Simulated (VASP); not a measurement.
Write the native input for VASP 6.6.1 that does the following.

```yaml
Task: relaxation of cell and atoms
Functional: BLYP
Dispersion: D4
Potentials_or_basis: VASP PAW PBE potentials, release 64 (Ba_sv, Zr_sv, O)
Cutoff: 600 eV
k_mesh: 6 × 6 × 6
Occupations: fermi-dirac, width 0.05 eV
Spin: no spin polarisation
Dipole_correction: no
Further_INCAR_settings: ALGO = Normal; EDIFF = 1e-06; IBRION = 2; EDIFFG = -0.01; NSW = 60; ISIF = 3
```

The structure of BaZrO3 lies in POSCAR:

```
BaZrO3
1.0
    4.1913400000      0.0000000000      0.0000000000
    0.0000000000      4.1913400000      0.0000000000
    0.0000000000      0.0000000000      4.1913400000
Ba Zr O
1 1 3
Direct
    0.0000000000      0.0000000000      0.0000000000
    0.5000000000      0.5000000000      0.5000000000
    0.5000000000      0.5000000000      0.0000000000
    0.5000000000      0.0000000000      0.5000000000
    0.0000000000      0.5000000000      0.5000000000
```

The input as run:

INCAR

```
SYSTEM = BaZrO3
AGGAC = 1.0
AGGAX = 1.0
ALDAC = 0.0
ALDAX = 1.0
ALGO = Normal
EDIFF = 1E-6
EDIFFG = -0.01
ENCUT = 600
GGA = B5
IBRION = 2
ISIF = 3
ISMEAR = -1
IVDW = 13
LASPH = .True.
LCHARG = .False.
LREAL = .False.
LWAVE = .False.
NELM = 60
NSW = 60
PREC = Accurate
SIGMA = 0.05
VDW_A1 = 0.44488865
VDW_A2 = 4.0933009
VDW_S6 = 1.0
VDW_S8 = 2.34076671
```

KPOINTS

```
k-points
0
Gamma
  6 6 6
  0 0 0
```

Potentials or basis: VASP PAW PBE potentials, release 64 (Ba_sv, Zr_sv, O).

Launch:

```console
$ cat potpaw_PBE.64/Ba_sv/POTCAR potpaw_PBE.64/Zr_sv/POTCAR potpaw_PBE.64/O/POTCAR > POTCAR
$ mpirun -np 1 vasp_std > vasp.out
```

It gave:

| Item | Value |
| --- | --- |
| Relaxed volume | 15.28 Å³/atom |
| Relaxed cell | a = 4.243 Å, b = 4.243 Å, c = 4.243 Å, α = 90.00°, β = 90.00°, γ = 90.00° |
| Space group after relaxing (to 0.05 Å) | Pm-3m (No. 221) |
| Energy gained by relaxing | 9.6 meV/atom |
| Ionic steps | 3 |
| Pressure after relaxing | 0.0 GPa |
| Band gap on the k mesh | 3.19 eV, indirect (least direct gap 3.44 eV) |
| Dispersion energy per atom | -0.355 eV |

Caveat: the PAW data sets were made with another functional, which shifts forces and pressure a little; spin-orbit coupling is left out, which moves the levels of the heavy elements.

Run time: 3.1 min on 1 thread of Intel(R) Xeon(R) Platinum 8259CL CPU @ 2.50GHz (Skylake/Cascade Lake) (shared host), peak memory 0.24 GiB.
